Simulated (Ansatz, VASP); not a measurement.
# One calculation of Mg3BeTe4, two programs

```
CELL_PARAMETERS angstrom
6.29554 0.00000 0.00000
0.00000 6.29554 0.00000
0.00000 0.00000 6.29554
ATOMIC_POSITIONS crystal
Mg 0.50000 0.00000 0.50000
Mg 0.00000 0.50000 0.50000
Mg 0.50000 0.50000 0.00000
Be 0.00000 0.00000 0.00000
Te 0.22964 0.77036 0.77036
Te 0.77036 0.77036 0.22964
Te 0.77036 0.22964 0.77036
Te 0.22964 0.22964 0.22964
```

Alike in both runs: functional PBE; k mesh 4 × 4 × 4; occupations gaussian, width 0.02 eV; no spin polarisation.

Ansatz relaxed the structure, and its values are those at the end. VASP's run is a single point on that final structure, the one shown.

|  | VASP | Ansatz |
| --- | --- | --- |
| version | VASP 6.6.1 | Ansatz 0.2.0 |
| potentials or method | VASP PAW PBE potentials, release 64 (Mg, Be, Te), cutoff 520 eV | scalar-relativistic, plane waves, PAW |
| valence electrons in the cell | 32 | 96 |

Ansatz gave:

```
gap on the k mesh at the Fermi level (eV) : 2.35
least direct gap on the mesh (eV)         : 2.35
pressure (GPa)                            : 0.0
rms of the force components (eV/Å)        : 0.001
```

Question: Estimate VASP's values.

Answer: gap on the k mesh at the Fermi level (eV): 2.34; least direct gap on the mesh (eV): 2.34; pressure (GPa): 0.0; rms of the force components (eV/Å): 0.005.

VASP's potentials hold 32 valence electrons a cell and Ansatz's 96, so a difference there can come from the potentials and not from the codes.

Spin-orbit coupling is off throughout.
